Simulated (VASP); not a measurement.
The system is C.

```xyz
1
Lattice="-1.1932 1.1932 1.1932 1.1932 -1.1932 1.1932 1.1932 1.1932 -1.1932" Properties=species:S:1:pos:R:3 pbc="T T T"
C     0.0000    0.0000    0.0000
```

Base run:

| Quantity | Value |
| --- | --- |
| Program | VASP 6.6.1 |
| Functional | revPBE |
| Potentials or basis | VASP PAW PBE potentials, release 64 (C) |
| Cutoff | 520 eV |
| k mesh | 30 × 30 × 30 |
| Occupations | fermi-dirac, width 0.1 eV |
| Spin | no spin polarisation |

Its results: band gap on the k mesh zero (band 2 reaches 17.33 eV, above the bottom of band 3 at 3.41 eV); pressure 0.0 GPa.

**Question.** The run is repeated on the same cell with these changes: k mesh from 30 × 30 × 30 to 21 × 21 × 21. What comes out?

**Answer.** Band gap on the k mesh zero (band 2 reaches 17.33 eV, above the bottom of band 3 at 3.41 eV); pressure -0.4 GPa.

Caveats: the PAW data sets were made with another functional, which shifts forces and pressure a little.
